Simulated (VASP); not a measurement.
# MgB2 (P6/mmm) in VASP: a series of runs

MgB2 is run at these levels: PBEsol; tasks: single point.

Everything below comes from runs of VASP 6.6.1. Logs are shortened: lines on timing, memory, paths and dates and some standing lists are left out, and cuts for length are marked.

### Step 1. The cell of the first run

Symmetry: P6/mmm, No. 191, hexagonal system. Conventional cell: a = 3.044 Å, b = 3.044 Å, c = 3.453 Å, α = 90.00°, β = 90.00°, γ = 120.00°. Within 3.3 Å of Mg (site symmetry 6/mmm) lie 12 B at 2.46 Å and 6 Mg at 3.04 Å. B (site symmetry -6m2) has 3 B at 1.76 Å within 2.3 Å.

### Step 2. Single point, PBEsol

File INCAR:

```
SYSTEM = MgB2
  ALGO = Normal
  EDIFF = 1E-6
  ENCUT = 520
  GGA = PS
  ISIF = 2
  ISMEAR = -1
  LASPH = .TRUE.
  LCHARG = .TRUE.
  LELF = .TRUE.
  LREAL = .FALSE.
  LVHAR = .TRUE.
  LWAVE = .FALSE.
  NBANDS = 11
  NELM = 100
  PREC = Accurate
  SIGMA = 0.1
```

File KPOINTS:

```
k-points
0
G
  16 16 12
  0 0 0
```

File POSCAR:

```
MgB2
1.0
    3.0437336479      0.0000000000      0.0000000000
   -1.5218668240      2.6359506614      0.0000000000
    0.0000000000      0.0000000000      3.4534781570
Mg B
1 2
Direct
    0.0000000000      0.0000000000      0.0000000000
    0.3333333333      0.6666666667      0.5000000000
    0.6666666667      0.3333333333      0.5000000000
```

Potentials or basis: VASP PAW PBE potentials, release 64 (Mg, B).

On the command line:

```bash
$ cat potpaw_PBE.64/Mg/POTCAR potpaw_PBE.64/B/POTCAR > POTCAR
$ mpirun -np 1 vasp_std > vasp.out
```

OUTCAR:

```text
SYSTEM = MgB2
   EDIFF = 1E-6
   ENCUT = 520
   GGA = PS
   ISIF = 2
   ISMEAR = -1
   LASPH = .TRUE.
   LREAL = .FALSE.
   NELM = 100
   PREC = Accurate

 ion  position               nearest neighbor table
   1  0.000  0.000  0.000-   2 2.46   3 2.46   2 2.46   3 2.46   2 2.46   2 2.46   3 2.46   3 2.46
                             3 2.46   3 2.46   2 2.46   2 2.46
   2  0.333  0.667  0.500-   3 1.76   3 1.76   3 1.76   1 2.46   1 2.46   1 2.46   1 2.46   1 2.46
                             1 2.46
   3  0.667  0.333  0.500-   2 1.76   2 1.76   2 1.76   1 2.46   1 2.46   1 2.46   1 2.46   1 2.46
                             1 2.46

  LATTYP: Found a hexagonal cell.
 ALAT       =     3.0437336479
 C/A-ratio  =     1.1346190424

  Lattice vectors:

 A1 = (   3.0437336479,   0.0000000000,   0.0000000000)
 A2 = (  -1.5218668240,   2.6359506614,   0.0000000000)
 A3 = (   0.0000000000,   0.0000000000,   3.4534781570)

Analysis of symmetry for initial positions (statically):
=====================================================================
 Subroutine PRICEL returns:
 Original cell was already a primitive cell.

 Routine SETGRP: Setting up the symmetry group for a
 hexagonal supercell.

 Subroutine GETGRP returns: Found 24 space group operations
 (whereof 24 operations were pure point group operations)
 out of a pool of 24 trial point group operations.

The static configuration has the point symmetry D_6h.

Analysis of symmetry for dynamics (positions and initial velocities):
=====================================================================
 Subroutine PRICEL returns:
 Original cell was already a primitive cell.

 Routine SETGRP: Setting up the symmetry group for a
 hexagonal supercell.

 Subroutine GETGRP returns: Found 24 space group operations
 (whereof 24 operations were pure point group operations)
 out of a pool of 24 trial point group operations.

The dynamic configuration has the point symmetry D_6h.

 Subroutine INISYM returns: Found 24 space group operations
 (whereof 24 operations are pure point group operations),
 and found     1 'primitive' translations

----------------------------------------------------------------------------------------

                                     Primitive cell

  volume of cell :      27.7077

  direct lattice vectors                    reciprocal lattice vectors
     3.043733648  0.000000000  0.000000000     0.328543860  0.189684886  0.000000000
    -1.521866824  2.635950661  0.000000000     0.000000000  0.379369771  0.000000000
     0.000000000  0.000000000  3.453478157     0.000000000  0.000000000  0.289563146

  length of vectors
     3.043733648  3.043733648  3.453478157     0.379369771  0.379369771  0.289563146

  position of ions in fractional coordinates (direct lattice)
     0.000000000  0.000000000  0.000000000
     0.333333333  0.666666667  0.500000000
     0.666666667  0.333333333  0.500000000

  ion indices of the primitive-cell ions
   primitive index   ion index
                 1           1
                 2           2
                 3           3

----------------------------------------------------------------------------------------

 KPOINTS: k-points

Automatic generation of k-mesh.
 Grid dimensions read from file:
 generate k-points for:   16   16   12

 Generating k-lattice:

  Cartesian coordinates                     Fractional coordinates (reciprocal lattice)
     0.020533991  0.011855305  0.000000000     0.062500000  0.000000000  0.000000000
     0.000000000  0.023710611  0.000000000     0.000000000  0.062500000  0.000000000
     0.000000000  0.000000000  0.024130262     0.000000000  0.000000000  0.083333333

  Length of vectors
     0.023710611  0.023710611  0.024130262

  Shift w.r.t. Gamma in fractional coordinates (k-lattice)
     0.000000000  0.000000000  0.000000000

 Subroutine IBZKPT returns following result:
 ===========================================

 Found    210 irreducible k-points:

 Following reciprocal coordinates:
            Coordinates               Weight
  0.000000  0.000000  0.000000      1.000000
  0.062500  0.000000  0.000000      6.000000
  0.125000  0.000000  0.000000      6.000000
  0.187500  0.000000  0.000000      6.000000
  0.250000  0.000000  0.000000      6.000000
  0.312500  0.000000  0.000000      6.000000
[... 16 lines left out ...]
  0.187500  0.187500  0.000000      6.000000
  0.250000  0.187500  0.000000     12.000000
 [... further k-points ...]
   k-points           NKPTS =    210   k-points in BZ     NKDIM =    210   number of bands    NBANDS=     11
   number of dos      NEDOS =    301   number of ions     NIONS =      3
   total plane-waves  NPLWV =  16128
   dimension x,y,z NGX =    24 NGY =   24 NGZ =   28
   dimension x,y,z NGXF=    48 NGYF=   48 NGZF=   56
   ions per type =               1   2
   NGX,Y,Z   is equivalent  to a cutoff of  13.11, 13.11, 13.48 a.u.
   NGXF,Y,Z  is equivalent  to a cutoff of  26.22, 26.22, 26.96 a.u.
 SYSTEM =  MgB2
   PREC   = accura    normal or accurate (medium, high low for compatibility)
   ISTART =      0    job   : 0-new  1-cont  2-samecut
   ICHARG =      2    charge: 1-file 2-atom 10-const
   ISPIN  =      1    spin polarized calculation?
   LNONCOLLINEAR =      F non collinear calculations
   LSORBIT =      F    spin-orbit coupling
   LASPH  =      T    aspherical Exc in radial PAW
   ENCUT  =  520.0 eV  38.22 Ry    6.18 a.u.   5.66  5.66  6.42*2*pi/ulx,y,z
   NELM   =    100;   NELMIN=  2; NELMDL= -5     # of ELM steps
   EDIFF  = 0.1E-05   stopping-criterion for ELM
   LREAL  =      F    real-space projection
   EDIFFG = 0.1E-04   stopping-criterion for IOM
   NSW    =      0    number of steps for IOM
   IBRION =     -1    ionic relax: 0-MD 1-quasi-New 2-CG
   NFREE  =      0    steps in history (QN), initial steepest desc. (CG)
   ISIF   =      2    stress and relaxation
   ISYM   =      2    0-nonsym 1-usesym 2-fastsym
   POTIM  = 0.5000    time-step for ionic-motion
   TEBEG  =    0.0;   TEEND  =   0.0 temperature during run
   PSTRESS=    0.0 pullay stress
   NELECT =       8.0000    total number of electrons
   NUPDOWN=      -1.0000    fix difference up-down
   EMIN   =  10.00;   EMAX   =-10.00  energy-range for DOS
   EFERMI =   0.00;   METHOD = LEGACY
   ISMEAR =    -1;   SIGMA  =   0.10  broadening in eV -4-tet -1-fermi 0-gaus
   EFERMI_NEDOS =   21; number of points for ismear=-14 and -15
   IALGO  =     38    algorithm
   IMIX   =      4    mixing-type and parameters
     AMIX     =   0.40;   BMIX     =  1.00
     AMIX_MAG =   1.60;   BMIX_MAG =  1.00
  volume/ion in A,a.u.               =       9.24        62.33
  Fermi-wavevector in a.u.,A,eV,Ry     =   1.082027  2.044734 15.929451  1.170782
  Thomas-Fermi vector in A             =   2.218058
   LORBIT       =      0    0 simple, 1 ext, 2 COOP (PROOUT), +10 PAW based schemes
   GGA     = PS    functional components
   LHFCALC =     F    Hartree Fock is set to
   AEXX    =    0.0000 exact exchange contribution
   IVDW    =     0    specifies the selected vdW correction
   LEPSILON=     F    determine dielectric tensor
   LRPA    =     F    only Hartree local field effects (RPA)
 non-spin polarized calculation
  energy-cutoff  :      520.00
  volume of cell :       27.71
 maximum number of plane-waves:       763
 NGX is ok and might be reduce to    24
   NGX = 11   NGY = 11   NGZ = 13

 number of electron       8.0000000 magnetization

 Free energy of the ion-electron system (eV)
  ---------------------------------------------------
  ext. energy  EPLUGINS =         0.00000000
  ---------------------------------------------------
  free energy    TOTEN  =       -16.22598565 eV

  energy without entropy =      -16.20420579  energy(sigma->0) =      -16.21509572

 E-fermi :   5.5120     XC(G=0): -11.1822

 val. band max:        5.4922398951   @ k =   0.3750   0.0625   0.4167
 cond. band min:       5.5319283268   @ k =   0.4375   0.0000   0.3333
 fundamental gap:      0.0396884317
 Fermi energy:         5.5119951445

 k-point     1 :       0.0000    0.0000    0.0000
  band No.  band energies     occupation
      1      -7.1497      2.00000
      2       2.5710      2.00000
      3       5.9065      0.03797
      4       5.9065      0.03797
      5       7.3820      0.00000
      6      11.9477      0.00000
      7      11.9477      0.00000
      8      14.0523      0.00000
      9      15.8516      0.00000
     10      18.5231      0.00000
     11      22.0798      0.00000

 k-point     2 :       0.0625    0.0000    0.0000
  band No.  band energies     occupation
      1      -7.0801      2.00000
      2       2.6385      2.00000
      3       5.5443      0.83989
      4       5.7331      0.19756
      5       7.4386      0.00000
      6      11.9258      0.00000
      7      12.2631      0.00000
      8      14.1891      0.00000
      9      15.5960      0.00000
     10      18.8727      0.00000
     11      21.7690      0.00000

 k-point     3 :       0.1250    0.0000    0.0000
  band No.  band energies     occupation
      1      -6.8720      2.00000
      2       2.8404      2.00000
      3       4.6161      1.99974
      4       5.3060      1.77386
      5       7.6189      0.00000
      6      11.7551      0.00000
      7      13.1131      0.00000
      8      14.5902      0.00000
      9      14.8804      0.00000
     10      19.8144      0.00000
     11      21.0966      0.00000
[... 267 lines left out ...]
 k-point    23 :       0.1875    0.1875    0.0000
  band No.  band energies     occupation
      1      -5.3002      2.00000
      2       1.3218      2.00000
      3       2.3458      2.00000
      4       4.3409      1.99998
      5       9.1858      0.00000
      6      11.2778      0.00000
      7      13.1473      0.00000
      8      13.1488      0.00000
      9      16.8872      0.00000
     10      17.1895      0.00000
     11      19.1840      0.00000

 k-point    24 :       0.2500    0.1875    0.0000
  band No.  band energies     occupation
      1      -4.6322      2.00000
      2       0.3378      2.00000
      3       1.7086      2.00000
      4       4.9557      1.99236
      5       9.8079      0.00000
      6      10.2589      0.00000
      7      12.6717      0.00000
      8      13.8515      0.00000
      9      16.3778      0.00000
     10      17.1976      0.00000
     11      18.6616      0.00000

 [... further k-points ...]
[... 5 lines left out ...]
  --------------------------------------------------------------------------------------
  -------------------------------------------------------------------------------------
  Total        0.7047136      0.7047136      0.6687432     -0.0000000     -0.0000000      0.0000000
  in kB       40.7495291     40.7495291     38.6695683     -0.0000000     -0.0000000      0.0000000
  external PRESSURE =      40.0562088 kB  Pullay stress =       0.0000000 kB

 VOLUME and BASIS-vectors are now :
 -----------------------------------------------------------------------------
  energy-cutoff  :      520.00
  volume of cell :       27.71
      direct lattice vectors                 reciprocal lattice vectors
     3.043733648  0.000000000  0.000000000     0.328543860  0.189684886  0.000000000
    -1.521866824  2.635950661  0.000000000     0.000000000  0.379369771  0.000000000
     0.000000000  0.000000000  3.453478157     0.000000000  0.000000000  0.289563146

 POSITION                                       TOTAL-FORCE (eV/Angst)
 -----------------------------------------------------------------------------------
      0.00000      0.00000      0.00000         0.000000      0.000000      0.000000
     -0.00000      1.75730      1.72674         0.000000      0.000000      0.000000
      1.52187      0.87865      1.72674        -0.000000     -0.000000      0.000000
 -----------------------------------------------------------------------------------
    total drift:                                0.000000     -0.000000      0.000000

  FREE ENERGIE OF THE ION-ELECTRON SYSTEM (eV)
  ---------------------------------------------------
  free  energy   TOTEN  =       -16.2259856506 eV

  energy  without entropy=      -16.2042057874  energy(sigma->0) =      -16.21509572
```

Wall time 72 s (1 thread of Intel Xeon 8259CL, shared host); peak memory 0.2 GiB.

What came out:

```yaml
Free_energy: -16.2260 eV
Pressure: 4.0 GPa
Band_gap_on_the_k_mesh: zero (bands 4 and 5 overlap by 3.14 eV)
```

Caveat: the cell stands under pressure; the PAW data sets were made with another functional, which shifts forces and pressure a little.

(Continued in part 2 of 2.)
